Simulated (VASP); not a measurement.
Write the native input for VASP 6.6.1 that does the following.

* Task: electric field gradients
* Functional: PBE
* Potentials or basis: VASP PAW PBE potentials, release 64 (Ti_sv, N)
* Cutoff: 520 eV
* k mesh: 13 × 13 × 13
* Occupations: fermi-dirac, width 0.05 eV
* Spin: no spin polarisation
* Dipole correction: no
* Further INCAR settings: ALGO = Normal; EDIFF = 1e-08; NBANDS = 16

The structure of TiN lies in POSCAR:

```
TiN
1.0
    0.0000000000      2.1499242549      2.1499242549
    2.1499242549      0.0000000000      2.1499242549
    2.1499242549      2.1499242549      0.0000000000
Ti N
1 1
Direct
    0.0000000000      0.0000000000      0.0000000000
    0.5000000000      0.5000000000      0.5000000000
```

This cell differs from its parent crystal: volume scaled by 1.04.

The input as run:

INCAR

```
ALGO = Normal ; EDIFF = 1E-8
ENCUT = 520 ; GGA = PE
ISIF = 2 ; ISMEAR = -1
LASPH = T ; LCHARG = F
LEFG = T ; LREAL = F
LWAVE = F ; NBANDS = 16
NELM = 100 ; PREC = Accurate
SIGMA = 0.05
```

KPOINTS

```
k-points
0
Gamma
  13 13 13
```

Potentials or basis: VASP PAW PBE potentials, release 64 (Ti_sv, N).

Launch:

```console
$ cat potpaw_PBE.64/Ti_sv/POTCAR potpaw_PBE.64/N/POTCAR > POTCAR
$ mpirun -np 1 vasp_std > vasp.out
```

It gave:

```yaml
Pressure: -9.1 GPa
```

Caveat: without QUAD_EFG the Cq values of the log hold for a quadrupole moment of 1 mb, not for the nuclei.

Wall time 22 s on 1 thread of AMD EPYC 9R45 96-Core Processor (Zen 5), on a shared host, peak memory 0.12 GiB.
